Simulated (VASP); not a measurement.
A run of VASP 6.6.1:

File POSCAR:

```
BeS
1.0
    0.0000000000      2.3172972170      2.3172972170
    2.3172972170      0.0000000000      2.3172972170
    2.3172972170      2.3172972170      0.0000000000
Be S
1 1
Direct
    0.0000000000      0.0000000000      0.0000000000
    0.5000000000      0.5000000000      0.5000000000
```

INCAR.step1

```
SYSTEM = BeS
  PREC = Accurate
  ENCUT = 660
  ISMEAR = 0
  SIGMA = 0.01
  LREAL = .False.
  LASPH = .True.
  NELM = 120
  NBANDS = 11
  GGA = PE
  ALGO = Normal
  EDIFF = 1E-5
  LWAVE = .True.
  LCHARG = .False.
  GGA_COMPAT = .False.
```

Contents of INCAR.step2:

```
SYSTEM = BeS
  PREC = Accurate
  ENCUT = 660
  EDIFF = 1E-6
  ISMEAR = 0
  SIGMA = 0.01
  LREAL = .False.
  LASPH = .True.
  NELM = 120
  ALGO = Normal
  ISIF = 2
  LWAVE = .False.
  LCHARG = .False.
  METAGGA = R2SCAN
  LMIXTAU = .True.
  NBANDS = 11
  ISTART = 1
  GGA_COMPAT = .False.
```

File KPOINTS:

```
Automatic mesh
0
Gamma
  6 6 6
  0 0 0
```

Potentials or basis: VASP PAW PBE potentials, release 64 (Be, S).

Command:

```console
$ cat potpaw_PBE.64/Be/POTCAR potpaw_PBE.64/S/POTCAR > POTCAR
$ cp INCAR.step1 INCAR
$ mpirun -np 1 vasp_std > vasp.out
$ cp INCAR.step2 INCAR
$ mpirun -np 1 vasp_std > vasp.out
```

Hardware: 1 thread of Intel(R) Xeon(R) Platinum 8488C (Sapphire Rapids), on a shared host.

Problem. How long does it take, and how much memory?

Solution. Run time: 29 s on 1 thread of Intel(R) Xeon(R) Platinum 8488C (Sapphire Rapids), with other jobs on the host, peak memory 0.15 GiB. Counts: k points 16.
